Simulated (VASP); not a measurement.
# Ge (Ia-3) in VASP: single point with PBEsol

Aim: the single point of Ge with PBEsol.

Program: VASP 6.6.1. These are calculated values, not measurements. Logs are shortened: lines on timing, memory, paths and dates and some standing lists are left out, and cuts for length are marked.

## Step 1: The cell of the first run

Symmetry: Ia-3, No. 206, cubic system. The conventional cell has a = 6.968 Å, b = 6.968 Å, c = 6.968 Å, α = 90.00°, β = 90.00°, γ = 90.00°. Within 3.2 Å of Ge (site symmetry 3) lie 4 Ge at 2.43 to 2.51 Å.

## Step 2: Single point, PBEsol

POSCAR

```
Ge
1.0
   -3.4841702800      3.4841702800      3.4841702800
    3.4841702800     -3.4841702800      3.4841702800
    3.4841702800      3.4841702800     -3.4841702800
Ge
8
Direct
    0.5000000000      0.0000000000      0.7988990800
    0.2988990800      0.2988990800      0.2988990800
    0.0000000000      0.7988990800      0.5000000000
    0.2011009200      0.5000000000      0.0000000000
    0.0000000000      0.2011009200      0.5000000000
    0.7011009200      0.7011009200      0.7011009200
    0.7988990800      0.5000000000      0.0000000000
    0.5000000000      0.0000000000      0.2011009200
```

INCAR.step1

```
SYSTEM = Ge
PREC = Accurate ; ENCUT = 410
EDIFF = 1E-6 ; ISMEAR = -1
SIGMA = 0.15 ; LREAL = .FALSE.
LASPH = .TRUE. ; NELM = 120
ALGO = Normal ; ISIF = 2
LWAVE = .FALSE. ; LCHARG = .TRUE.
GGA = PS ; NBANDS = 66
GGA_COMPAT = .FALSE. ; NEDOS = 2001
LORBIT = 11
```

KPOINTS.step1

```
Automatic mesh
0
G
  5 5 5
  0 0 0
```

INCAR.step2

```
SYSTEM = Ge
PREC = Accurate ; ENCUT = 410
EDIFF = 1E-6 ; ISMEAR = -5
SIGMA = 0.15 ; LREAL = .FALSE.
LASPH = .TRUE. ; NELM = 120
ALGO = Normal ; ISIF = 2
LWAVE = .FALSE. ; LCHARG = .FALSE.
GGA = PS ; LORBIT = 11
NEDOS = 1001 ; ICHARG = 11
GGA_COMPAT = .FALSE.
```

KPOINTS.step2

```
Automatic mesh
0
G
  8 8 8
  0 0 0
```

Potentials or basis: VASP PAW PBE potentials, release 64 (Ge_d).

Command:

```sh
> cat potpaw_PBE.64/Ge_d/POTCAR > POTCAR
> cp INCAR.step1 INCAR
> cp KPOINTS.step1 KPOINTS
> mpirun -np 1 vasp_std > vasp.out
> cp INCAR.step2 INCAR
> cp KPOINTS.step2 KPOINTS
> mpirun -np 1 vasp_std > vasp.out
```

OUTCAR:

```text
SYSTEM = Ge
   PREC = Accurate
   ENCUT = 410
   EDIFF = 1E-6
   ISMEAR = -5
   LREAL = .FALSE.
   LASPH = .TRUE.
   NELM = 120
   ISIF = 2
   GGA = PS
   LORBIT = 11
   ICHARG = 11

 ion  position               nearest neighbor table
   1  0.500  0.000  0.799-   8 2.43   7 2.51   6 2.51   3 2.51
   2  0.299  0.299  0.299-   6 2.43   5 2.51   4 2.51   8 2.51
   3  0.000  0.799  0.500-   5 2.43   1 2.51   6 2.51   7 2.51
   4  0.201  0.500  0.000-   7 2.43   2 2.51   8 2.51   5 2.51
   5  0.000  0.201  0.500-   3 2.43   2 2.51   4 2.51   8 2.51
   6  0.701  0.701  0.701-   2 2.43   1 2.51   3 2.51   7 2.51
   7  0.799  0.500  0.000-   4 2.43   3 2.51   6 2.51   1 2.51
   8  0.500  0.000  0.201-   1 2.43   2 2.51   5 2.51   4 2.51

  LATTYP: Found a body centered cubic cell.
 ALAT       =     6.9683405600

  Lattice vectors:

 A1 = (  -3.4841702800,   3.4841702800,   3.4841702800)
 A2 = (   3.4841702800,  -3.4841702800,   3.4841702800)
 A3 = (   3.4841702800,   3.4841702800,  -3.4841702800)

Analysis of symmetry for initial positions (statically):
=====================================================================
 Subroutine PRICEL returns:
 Original cell was already a primitive cell.

 Routine SETGRP: Setting up the symmetry group for a
 body centered cubic supercell.

 Subroutine GETGRP returns: Found 24 space group operations
 (whereof  6 operations were pure point group operations)
 out of a pool of 48 trial point group operations.

The static configuration has the point symmetry S_6 .
 The point group associated with its full space group is T_h .

Analysis of symmetry for dynamics (positions and initial velocities):
=====================================================================
 Subroutine PRICEL returns:
 Original cell was already a primitive cell.

 Routine SETGRP: Setting up the symmetry group for a
 body centered cubic supercell.

 Subroutine GETGRP returns: Found 24 space group operations
 (whereof  6 operations were pure point group operations)
 out of a pool of 48 trial point group operations.

The dynamic configuration has the point symmetry S_6 .
 The point group associated with its full space group is T_h .

 Subroutine INISYM returns: Found 24 space group operations
 (whereof  6 operations are pure point group operations),
[... 123 lines left out ...]
   EMIN   =  10.00;   EMAX   =-10.00  energy-range for DOS
   EFERMI =   0.00;   METHOD = LEGACY
   ISMEAR =    -5;   SIGMA  =   0.15  broadening in eV -4-tet -1-fermi 0-gaus
   EFERMI_NEDOS =   21; number of points for ismear=-14 and -15
   IALGO  =     38    algorithm
   IMIX   =      4    mixing-type and parameters
     AMIX     =   0.40;   BMIX     =  1.00
     AMIX_MAG =   1.60;   BMIX_MAG =  1.00
  volume/ion in A,a.u.               =      21.15       142.71
  Fermi-wavevector in a.u.,A,eV,Ry     =   1.426795  2.696251 27.697964  2.035743
  Thomas-Fermi vector in A             =   2.547033
   LORBIT       =     11    0 simple, 1 ext, 2 COOP (PROOUT), +10 PAW based schemes
   GGA     = PS    functional components
   LHFCALC =     F    Hartree Fock is set to
   AEXX    =    0.0000 exact exchange contribution
   IVDW    =     0    specifies the selected vdW correction
   LEPSILON=     F    determine dielectric tensor
   LRPA    =     F    only Hartree local field effects (RPA)
 non-spin polarized calculation
 Fermi weights with tetrahedron method with Bloechl corrections
  energy-cutoff  :      410.00
  volume of cell :      169.18
 maximum number of plane-waves:      3252

 number of electron     112.0000117 magnetization

 Free energy of the ion-electron system (eV)
  ---------------------------------------------------
  ext. energy  EPLUGINS =         0.00000000
  ---------------------------------------------------
  free energy    TOTEN  =       -38.56212530 eV

  energy without entropy =      -38.56212530  energy(sigma->0) =      -38.56212530

 E-fermi :   5.4615     XC(G=0): -10.6229

 val. band max:        5.5490468171   @ k =   0.5000   0.5000   0.3750
 cond. band min:       5.4147892708   @ k =   0.1250  -0.1250   0.3750
 fundamental gap:     -0.1342575463
 Fermi energy:         5.4615413584

 k-point     1 :       0.0000    0.0000    0.0000
  band No.  band energies     occupation
      1     -19.3806      2.00000
      2     -19.3705      2.00000
      3     -19.3705      2.00000
      4     -19.3705      2.00000
      5     -19.3500      2.00000
      6     -19.3500      2.00000
[... 1669 lines left out ...]
     66      10.0003      0.00000
     67      10.3687      0.00000

 [... further k-points ...]

------------------------ aborting loop because EDIFF is reached ----------------------------------------

  FORCE on cell =-STRESS in cart. coord.  units (eV):
  Direction    XX          YY          ZZ          XY          YZ          ZX
  --------------------------------------------------------------------------------------
  -------------------------------------------------------------------------------------
  Total       -0.7302374     -0.7302374     -0.7302374      0.0000000      0.0000000     -0.0000000
  in kB       -6.9153884     -6.9153884     -6.9153884      0.0000000      0.0000000     -0.0000000
  external PRESSURE =      -6.9153884 kB  Pullay stress =       0.0000000 kB

 VOLUME and BASIS-vectors are now :
 -----------------------------------------------------------------------------
  energy-cutoff  :      410.00
  volume of cell :      169.18
      direct lattice vectors                 reciprocal lattice vectors
    -3.484170280  3.484170280  3.484170280     0.000000000  0.143506189  0.143506189
     3.484170280 -3.484170280  3.484170280     0.143506189  0.000000000  0.143506189
     3.484170280  3.484170280 -3.484170280     0.143506189  0.143506189  0.000000000

 POSITION                                       TOTAL-FORCE (eV/Angst)
 -----------------------------------------------------------------------------------
      1.04142      4.52559     -1.04142        -0.094669     -0.094669      0.094669
      1.04142      1.04142      1.04142        -0.094669     -0.094669     -0.094669
      4.52559     -1.04142      1.04142        -0.094669      0.094669     -0.094669
      1.04142     -1.04142      2.44275        -0.094669      0.094669      0.094669
      2.44275      1.04142     -1.04142         0.094669     -0.094669      0.094669
      2.44275      2.44275      2.44275         0.094669      0.094669      0.094669
     -1.04142      1.04142      4.52559         0.094669     -0.094669     -0.094669
     -1.04142      2.44275      1.04142         0.094669      0.094669     -0.094669
 -----------------------------------------------------------------------------------
    total drift:                               -0.000000     -0.000000      0.000000

  FREE ENERGIE OF THE ION-ELECTRON SYSTEM (eV)
  ---------------------------------------------------
  free  energy   TOTEN  =       -38.5621253046 eV

  energy  without entropy=      -38.5621253046  energy(sigma->0) =      -38.56212530

 total charge

# of ion       s       p       d       tot
------------------------------------------
    1        1.148   1.189  10.023  12.360
    2        1.148   1.189  10.023  12.360
    3        1.148   1.189  10.023  12.360
    4        1.148   1.189  10.023  12.360
    5        1.148   1.189  10.023  12.360
    6        1.148   1.189  10.023  12.360
    7        1.148   1.189  10.023  12.360
    8        1.148   1.189  10.023  12.360
--------------------------------------------------
tot          9.181   9.512  80.188  98.880
```

OUTCAR.step1:

```text
SYSTEM = Ge
   PREC = Accurate
   ENCUT = 410
   EDIFF = 1E-6
   ISMEAR = -1
   LREAL = .FALSE.
   LASPH = .TRUE.
   NELM = 120
   ISIF = 2
   GGA = PS
   LORBIT = 11
[... 993 lines left out ...]
  free  energy   TOTEN  =       -38.5854235752 eV

  energy  without entropy=      -38.4574941415  energy(sigma->0) =      -38.52145886

 total charge

# of ion       s       p       d       tot
------------------------------------------
    1        1.149   1.186  10.023  12.358
    2        1.149   1.186  10.023  12.358
    3        1.149   1.186  10.023  12.358
    4        1.149   1.186  10.023  12.358
    5        1.149   1.186  10.023  12.358
    6        1.149   1.186  10.023  12.358
    7        1.149   1.186  10.023  12.358
    8        1.149   1.186  10.023  12.358
--------------------------------------------------
tot          9.195   9.487  80.186  98.868
```

Run time: 4.1 min. Hardware: 1 thread of Intel Xeon Platinum 8259CL at 2.50GHz (Skylake/Cascade Lake), shared host; peak memory 0.33 GiB.

Results:

```yaml
Valence_electrons_inside_the_program's_atomic_spheres: Ge 12.36
```

Levels at points of the mesh, in eV from the Fermi level:
| k point | band 52 | band 53 | band 54 | band 55 | band 56 | band 57 | band 58 | band 59 | band 60 | band 61 |
| --- | --- | --- | --- | --- | --- | --- | --- | --- | --- | --- |
| (0.00, 0.00, 0.00) | -3.63 | -3.63 | -1.33 | -1.33 | -0.91 | 1.47 | 1.47 | 1.47 | 3.77 | 3.77 |
| (0.50, 0.00, 0.00) | -2.55 | -2.04 | -2.04 | -1.17 | -1.17 | 0.35 | 0.35 | 1.81 | 1.81 | 2.33 |
| (0.50, 0.50, 0.50) | -2.41 | -2.41 | -1.62 | 0.32 | 0.32 | 0.32 | 1.37 | 2.41 | 2.73 | 2.73 |

Caveat: the PAW data sets were made with another functional, which shifts forces and pressure a little.
